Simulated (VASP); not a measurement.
Here is a VASP 6.6.1 calculation.

File INCAR:

```
PREC     = Accurate       # precision mode
ENCUT    = 520            # plane-wave cutoff, eV
EDIFF    = 1E-6           # SCF threshold, eV
ISMEAR   = -1             # smearing method
SIGMA    = 0.03           # smearing width, eV
LREAL    = False          # projectors in reciprocal space
LASPH    = True           # aspherical terms in the spheres
NELM     = 60             # most SCF steps
ALGO     = Normal         # electronic algorithm
ISIF     = 2              # what is computed and relaxed
LWAVE    = False          # write WAVECAR
LCHARG   = False          # write CHGCAR
GGA      = PE             # functional
ISYM     = 0            
NBANDS   = 18             # bands
```

Contents of KPOINTS:

```
regular mesh
0
Gamma
  12 12 16
```

The input POSCAR:

```
Si2Mo
1.0
   -1.5783757276      1.5783757276      3.8773786233
    1.5783757276     -1.5783757276      3.8773786233
    1.5783757276      1.5783757276     -3.8773786233
Si Mo
2 1
Direct
    0.3330000000      0.3330000000      0.0000000000
    0.6670000000      0.6670000000      0.0000000000
    0.0000000000      0.0000000000      0.0000000000
```

Potentials or basis: VASP PAW PBE potentials, release 64 (Si, Mo_sv).

The run is started by

```bash
$ cat potpaw_PBE.64/Si/POTCAR potpaw_PBE.64/Mo_sv/POTCAR > POTCAR
$ mpirun -np 1 vasp_std > vasp.out
```

Task: Predict the pressure.

Result: 12.1 GPa.

Task: Predict the band gap on the k mesh.

Result: Zero (bands 11 and 12 overlap by 1.03 eV).

Task: Predict the largest force.

Result: 0.212 eV/Å.

Forces on the atoms (eV/Å):
```
Si   0.001  0.001  0.212
Si  -0.001 -0.001 -0.212
Mo   0.000  0.000  0.000
```

Caveat: the cell stands under pressure.
